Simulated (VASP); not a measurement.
# P (Cmce) in VASP: notebook

P is run at these levels: PBE+D3(BJ), PBE+D4; tasks: single point, relaxation of cell and atoms.

Everything below comes from runs of VASP 6.6.1. Logs are shortened: lines on timing, memory, paths and dates and some standing lists are left out, and cuts for length are marked.

**1. The cell of the first run**

Symmetry: Cmce, No. 64, orthorhombic system. Conventional cell: a = 3.321 Å, b = 10.168 Å, c = 4.163 Å, α = 90.00°, β = 90.00°, γ = 90.00°. P (site symmetry m) has 3 P at 2.23 to 2.25 Å within 2.9 Å.

**2. Single point, PBE+D3(BJ)**

File INCAR:

```
PREC     = Accurate       # precision mode
ENCUT    = 520            # plane-wave cutoff, eV
EDIFF    = 1E-7           # SCF threshold, eV
ISMEAR   = -1             # smearing method
SIGMA    = 0.05           # smearing width, eV
LREAL    = F              # projectors in reciprocal space
LASPH    = T              # aspherical terms in the spheres
NELM     = 80             # most SCF steps
ALGO     = Normal         # electronic algorithm
ISIF     = 2              # what is computed and relaxed
LWAVE    = F              # write WAVECAR
LCHARG   = T              # write CHGCAR
GGA      = PE             # functional
IVDW     = 12             # dispersion correction
LELF     = T              # ELF
LVHAR    = T            
NBANDS   = 18             # bands
```

File KPOINTS:

```
Automatic mesh
0
Gamma
  8 8 6
```

File POSCAR:

```
P
1.0
    1.6605032322     -5.0842267830      0.0000000000
    1.6605032322      5.0842267830      0.0000000000
    0.0000000000      0.0000000000      4.1634449273
P
4
Direct
    0.8933409733      0.1066590267      0.5715735094
    0.1066590267      0.8933409733      0.4284264906
    0.6066590267      0.3933409733      0.0715735094
    0.3933409733      0.6066590267      0.9284264906
```

Potentials or basis: VASP PAW PBE potentials, release 64 (P).

Run with:

```bash
> cat potpaw_PBE.64/P/POTCAR > POTCAR
> mpirun -np 1 vasp_std > vasp.out
```

OUTCAR:

```text
PREC = Accurate
   ENCUT = 520
   EDIFF = 1E-7
   ISMEAR = -1
   LREAL = F
   LASPH = T
   NELM = 80
   ISIF = 2
   GGA = PE
   IVDW = 12
 IVDW          = 12

 ion  position               nearest neighbor table
   1  0.893  0.107  0.572-   4 2.23   4 2.23   2 2.25
   2  0.107  0.893  0.428-   3 2.23   3 2.23   1 2.25
   3  0.607  0.393  0.072-   2 2.23   2 2.23   4 2.25
   4  0.393  0.607  0.928-   1 2.23   1 2.23   3 2.25

  LATTYP: Found a base centered orthorhombic cell.
 ALAT       =     3.3210064644
 B/A-ratio  =     3.0618590102
 C/A-ratio  =     1.2536696245

  Lattice vectors:

 A1 = (   1.6605032322,  -5.0842267830,   0.0000000000)
 A2 = (   1.6605032322,   5.0842267830,   0.0000000000)
 A3 = (   0.0000000000,   0.0000000000,   4.1634449273)

Analysis of symmetry for initial positions (statically):
=====================================================================
 Subroutine PRICEL returns:
 Original cell was already a primitive cell.

 Routine SETGRP: Setting up the symmetry group for a
 base centered orthorhombic supercell.

 Subroutine GETGRP returns: Found  8 space group operations
 (whereof  4 operations were pure point group operations)
 out of a pool of  8 trial point group operations.

The static configuration has the point symmetry C_2h.
 The point group associated with its full space group is D_2h.

Analysis of symmetry for dynamics (positions and initial velocities):
=====================================================================
 Subroutine PRICEL returns:
 Original cell was already a primitive cell.

 Routine SETGRP: Setting up the symmetry group for a
 base centered orthorhombic supercell.

 Subroutine GETGRP returns: Found  8 space group operations
 (whereof  4 operations were pure point group operations)
 out of a pool of  8 trial point group operations.

The dynamic configuration has the point symmetry C_2h.
 The point group associated with its full space group is D_2h.

 Subroutine INISYM returns: Found  8 space group operations
 (whereof  4 operations are pure point group operations),
 and found     1 'primitive' translations

----------------------------------------------------------------------------------------

                                     Primitive cell
[... 91 lines left out ...]
   LSORBIT =      F    spin-orbit coupling
   LASPH  =      T    aspherical Exc in radial PAW
   ENCUT  =  520.0 eV  38.22 Ry    6.18 a.u.   9.94  9.94  7.74*2*pi/ulx,y,z
   NELM   =     80;   NELMIN=  2; NELMDL= -5     # of ELM steps
   EDIFF  = 0.1E-06   stopping-criterion for ELM
   LREAL  =      F    real-space projection
   EDIFFG = 0.1E-05   stopping-criterion for IOM
   NSW    =      0    number of steps for IOM
   IBRION =     -1    ionic relax: 0-MD 1-quasi-New 2-CG
   NFREE  =      0    steps in history (QN), initial steepest desc. (CG)
   ISIF   =      2    stress and relaxation
   ISYM   =      2    0-nonsym 1-usesym 2-fastsym
   POTIM  = 0.5000    time-step for ionic-motion
   TEBEG  =    0.0;   TEEND  =   0.0 temperature during run
   PSTRESS=    0.0 pullay stress
   NELECT =      20.0000    total number of electrons
   NUPDOWN=      -1.0000    fix difference up-down
   EMIN   =  10.00;   EMAX   =-10.00  energy-range for DOS
   EFERMI =   0.00;   METHOD = LEGACY
   ISMEAR =    -1;   SIGMA  =   0.05  broadening in eV -4-tet -1-fermi 0-gaus
   EFERMI_NEDOS =   21; number of points for ismear=-14 and -15
   IALGO  =     38    algorithm
   IMIX   =      4    mixing-type and parameters
     AMIX     =   0.40;   BMIX     =  1.00
     AMIX_MAG =   1.60;   BMIX_MAG =  1.00
  volume/ion in A,a.u.               =      17.57       118.60
  Fermi-wavevector in a.u.,A,eV,Ry     =   1.076719  2.034704 15.773556  1.159324
  Thomas-Fermi vector in A             =   2.212611
   LORBIT       =      0    0 simple, 1 ext, 2 COOP (PROOUT), +10 PAW based schemes
   GGA     = PE    functional components
   LHFCALC =     F    Hartree Fock is set to
   AEXX    =    0.0000 exact exchange contribution
   IVDW    =    12    specifies the selected vdW correction
   LEPSILON=     F    determine dielectric tensor
   LRPA    =     F    only Hartree local field effects (RPA)
 non-spin polarized calculation
  energy-cutoff  :      520.00
  volume of cell :       70.30
 maximum number of plane-waves:      1908
   NGX = 19   NGY = 19   NGZ = 15

 number of electron      19.9999997 magnetization

 Free energy of the ion-electron system (eV)
  ---------------------------------------------------
  ext. energy  EPLUGINS =         0.00000000
  ---------------------------------------------------
  free energy    TOTEN  =       -21.36915875 eV

  energy without entropy =      -21.36658567  energy(sigma->0) =      -21.36787221

 E-fermi :   7.4617     XC(G=0): -10.2841

 val. band max:        7.4181575807   @ k =   0.5000   0.1250   0.0000
 cond. band min:       7.4878538583   @ k =   0.5000   0.3750   0.0000
 fundamental gap:      0.0696962775
 Fermi energy:         7.4617283451

 k-point     1 :       0.0000    0.0000    0.0000
  band No.  band energies     occupation
      1      -8.5645      2.00000
      2      -5.1950      2.00000
      3      -1.6995      2.00000
      4       0.1289      2.00000
      5       2.3275      2.00000
      6       3.1940      2.00000
[... 481 lines left out ...]
      5       1.1013      2.00000
      6       1.5041      2.00000
[... 10 lines left out ...]
     17      12.9631      0.00000
     18      14.4521      0.00000

 [... further k-points ...]

------------------------ aborting loop because EDIFF is reached ----------------------------------------

 Edisp (eV)   -1.59773

 E8    (eV) :    -0.6050

  FORCE on cell =-STRESS in cart. coord.  units (eV):
  Direction    XX          YY          ZZ          XY          YZ          ZX
  --------------------------------------------------------------------------------------
  -------------------------------------------------------------------------------------
  Total      -0.13682    -0.16590    -0.14432     0.00000    -0.00000     0.00000
  in kB      -3.11820    -3.78106    -3.28923     0.00000    -0.00000     0.00000
  external pressure =       -3.40 kB  Pullay stress =        0.00 kB

 VOLUME and BASIS-vectors are now :
 -----------------------------------------------------------------------------
  energy-cutoff  :      520.00
  volume of cell :       70.30
      direct lattice vectors                 reciprocal lattice vectors
     1.660503232 -5.084226783  0.000000000     0.301113536 -0.098343371  0.000000000
     1.660503232  5.084226783  0.000000000     0.301113536  0.098343371  0.000000000
     0.000000000  0.000000000  4.163444927     0.000000000  0.000000000  0.240185716

 POSITION                                       TOTAL-FORCE (eV/Angst)
 -----------------------------------------------------------------------------------
      1.66050     -3.99967      2.37971         0.000000     -0.042667      0.049718
      1.66050      3.99967      1.78373         0.000000      0.042667     -0.049718
      1.66050     -1.08456      0.29799         0.000000      0.042667      0.049718
      1.66050      1.08456      3.86545         0.000000     -0.042667     -0.049718
 -----------------------------------------------------------------------------------
    total drift:                               -0.000000      0.000000     -0.000000

  FREE ENERGIE OF THE ION-ELECTRON SYSTEM (eV)
  ---------------------------------------------------
  free  energy   TOTEN  =       -22.9668893938 eV

  energy  without entropy=      -22.9643163093  energy(sigma->0) =      -22.96560285
```

stdout:

```text
POSCAR found type information on POSCAR P
 POSCAR found :  1 types and       4 ions
 scaLAPACK will be used
 LDA part: xc-table for (Slater+PW92), standard interpolation
 POSCAR, INCAR and KPOINTS ok, starting setup
 FFT: planning ... GRIDC
 FFT: planning ... GRID_SOFT
 FFT: planning ... GRID
 WAVECAR not read
 entering main loop
```

Wall time 2.7 min (1 thread of AMD EPYC 9755, shared host); peak memory 0.22 GiB.

Results:

| Property | Result |
| --- | --- |
| Free energy | -22.9669 eV |
| Pressure | -0.3 GPa |
| Largest force | 0.066 eV/Å |
| Band gap on the k mesh | zero (bands 10 and 11 overlap by 0.26 eV) |
| Dispersion energy per atom | -0.399 eV |

Forces in eV/Å, atoms in the order of the input:
```
P    0.000 -0.043  0.050
P    0.000  0.043 -0.050
P    0.000  0.043  0.050
P    0.000 -0.043 -0.050
```

**3. Single point, PBE+D4**

This run uses another cell than the first one, of 17.69 Å³/atom.

File INCAR:

```
SYSTEM = P
PREC = Accurate
ENCUT = 520
EDIFF = 1E-7
ISMEAR = -1
SIGMA = 0.05
LREAL = .FALSE.
LASPH = .TRUE.
NELM = 100
ALGO = Normal
ISIF = 2
LWAVE = .FALSE.
LCHARG = .TRUE.
GGA = PE
IVDW = 13
LELF = .TRUE.
LVHAR = .TRUE.
NBANDS = 18
```

File KPOINTS:

```
regular mesh
0
G
  8 8 6
  0 0 0
```

File POSCAR:

```
P
1.0
    1.6607425081     -5.0959186300      0.0000000000
    1.6607425081      5.0959186300      0.0000000000
    0.0000000000      0.0000000000      4.1795335097
P
4
Direct
    0.8936493284      0.1063506716      0.5723042378
    0.1063506716      0.8936493284      0.4276957622
    0.6063506716      0.3936493284      0.0723042378
    0.3936493284      0.6063506716      0.9276957622
```

Potentials or basis: VASP PAW PBE potentials, release 64 (P).

Run with:

```bash
> cat potpaw_PBE.64/P/POTCAR > POTCAR
> mpirun -np 1 vasp_std > vasp.out
```

It took 2.7 min on 1 thread of AMD EPYC 9755, shared host; peak memory 0.2 GiB.

The run converged. Its results:

```yaml
Free_energy: -23.0494 eV
Pressure: -0.4 GPa
Largest_force: 0.063 eV/Å
Band_gap_on_the_k_mesh: zero (bands 10 and 11 overlap by 0.23 eV)
Dispersion_energy_per_atom: -0.417 eV
```

Forces on the atoms (eV/Å):
```
P    0.000 -0.043  0.046
P    0.000  0.043 -0.046
P    0.000  0.043  0.046
P    0.000 -0.043 -0.046
```

Levels at points of the mesh, in eV from the Fermi level:
```
           k point  band 8  band 9  band 10  band 11  band 12  band 13
(0.00, 0.00, 0.00)   -2.89   -2.67    -1.42     0.99     1.23     1.88
(0.50, 0.00, 0.00)   -3.24   -2.69    -2.69     0.78     0.78     1.06
(0.50, 0.50, 0.00)   -2.18   -1.83    -0.36     0.44     0.65     2.44
(0.00, 0.00, 0.50)   -3.10   -0.91    -0.91     1.44     1.44     2.21
(0.50, 0.00, 0.50)   -5.77   -2.12    -2.12     1.59     1.59     4.67
(0.50, 0.50, 0.50)   -2.44   -1.29    -1.29     1.32     1.32     2.69
```

**4. Single point, PBE+D3(BJ)**

This run uses another cell than the first one, of 17.84 Å³/atom.

File INCAR:

```
SYSTEM = P
PREC = Accurate
ENCUT = 520
EDIFF = 1E-6
ISMEAR = -1
SIGMA = 0.05
LREAL = .FALSE.
LASPH = .TRUE.
NELM = 80
ALGO = Normal
ISIF = 2
LWAVE = .FALSE.
LCHARG = .FALSE.
GGA = PE
IVDW = 12
NBANDS = 18
```

File KPOINTS:

```
Automatic mesh
0
G
  8 8 6
  0 0 0
```

File POSCAR:

```
P
1.0
    1.6601326255     -5.1136688098      0.0000000000
    1.6601326255      5.1136688098      0.0000000000
    0.0000000000      0.0000000000      4.2039084782
P
4
Direct
    0.8941379073      0.1058620927      0.5732312421
    0.1058620927      0.8941379073      0.4267687579
    0.6058620927      0.3941379073      0.0732312421
    0.3941379073      0.6058620927      0.9267687579
```

Run with:

```bash
> cat potpaw_PBE.64/P/POTCAR > POTCAR
> mpirun -np 1 vasp_std > vasp.out
```

It took 2.6 min on 1 thread of AMD EPYC 9755, shared host; peak memory 0.21 GiB.

The run converged. Its results:

```yaml
Free_energy: -22.9661 eV
Pressure: -0.7 GPa
Largest_force: 0.059 eV/Å
Band_gap_on_the_k_mesh: zero (bands 10 and 11 overlap by 0.19 eV)
Dispersion_energy_per_atom: -0.393 eV
```

Forces on the atoms (eV/Å):
```
P    0.000 -0.043  0.041
P    0.000  0.043 -0.041
P    0.000  0.043  0.041
P    0.000 -0.043 -0.041
```

Levels at points of the mesh, in eV from the Fermi level:
```
           k point  band 8  band 9  band 10  band 11  band 12  band 13
(0.00, 0.00, 0.00)   -2.90   -2.66    -1.43     0.94     1.21     1.88
(0.50, 0.00, 0.00)   -3.27   -2.70    -2.70     0.80     0.80     1.03
(0.50, 0.50, 0.00)   -2.19   -1.81    -0.34     0.43     0.63     2.42
(0.00, 0.00, 0.50)   -3.11   -0.96    -0.96     1.44     1.44     2.25
(0.50, 0.00, 0.50)   -5.76   -2.11    -2.11     1.59     1.59     4.56
(0.50, 0.50, 0.50)   -2.47   -1.34    -1.34     1.32     1.32     2.66
```

Caveat: three body term missing.

(Continued in part 2 of 2.)

The gap in the log of VASP goes by the Fermi energy; the results here count the filled bands.